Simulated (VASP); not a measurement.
Write the native input for VASP 6.6.1 that does the following.

```yaml
Task: single point
Functional: LDA
Potentials_or_basis: VASP PAW LDA potentials, release 64 (Bi_d, Tl_d)
Cutoff: 400 eV
k_mesh: 2 × 2 × 3
Occupations: fermi-dirac, width 0.1 eV
Spin: no spin polarisation
Dipole_correction: no
Further_INCAR_settings: ALGO = Normal; EDIFF = 1e-06; NBANDS = 122
```

The structure of TlBi4 (a cell with a defect) lies in POSCAR:

```
TlBi4
1.0
   10.0702900000      0.0000000000      0.0000000000
    0.0000000000     10.0702900000      0.0000000000
    0.0000000000      0.0000000000      5.0351450000
Bi Tl
12 3
Direct
    0.0000000000      0.2281641344      0.5000000000
    0.2281641344      0.0000000000      0.5000000000
    0.2417227740      0.2417227740      0.0000000000
    0.0000000000      0.7718358656      0.5000000000
    0.2623919378      0.5000000000      0.5000000000
    0.2417227740      0.7582772260      0.0000000000
    0.5000000000      0.2623919378      0.5000000000
    0.7718358656      0.0000000000      0.5000000000
    0.7582772260      0.2417227740      0.0000000000
    0.5000000000      0.7376080622      0.5000000000
    0.7376080622      0.5000000000      0.5000000000
    0.7582772260      0.7582772260      0.0000000000
    0.0000000000      0.5000000000      0.0000000000
    0.5000000000      0.0000000000      0.0000000000
    0.5000000000      0.5000000000      0.0000000000
```

These files were run (other wordings do the same):

INCAR

```
SYSTEM = TlBi4
PREC = Accurate ; ENCUT = 400
EDIFF = 1E-6 ; ISMEAR = -1
SIGMA = 0.1 ; LREAL = .False.
LASPH = .True. ; NELM = 120
ALGO = Normal ; ISIF = 2
LWAVE = .False. ; LCHARG = .False.
GGA = CA ; NBANDS = 122
GGA_COMPAT = .False.
```

KPOINTS

```
Automatic mesh
0
Gamma
  2 2 3
  0 0 0
```

Potentials or basis: VASP PAW LDA potentials, release 64 (Bi_d, Tl_d).

Run with:

```console
$ cat potpaw_LDA.64/Bi_d/POTCAR potpaw_LDA.64/Tl_d/POTCAR > POTCAR
$ mpirun -np 1 vasp_std > vasp.out
```

It gave:

```
Pressure               : -4.4 GPa
Largest force          : 0.018 eV/Å
Band gap on the k mesh : zero (an odd number of electrons rules out a gap without spin polarisation)
```

Caveat: the k points lie up to 0.42 Å⁻¹ apart, too coarse for converged energies and pressures of a metal; spin-orbit coupling is left out, which moves the levels of the heavy elements.

Run time: 3 min on 1 thread of Intel(R) Xeon(R) 6975P-C (Granite Rapids) (shared host), peak memory 0.39 GiB.
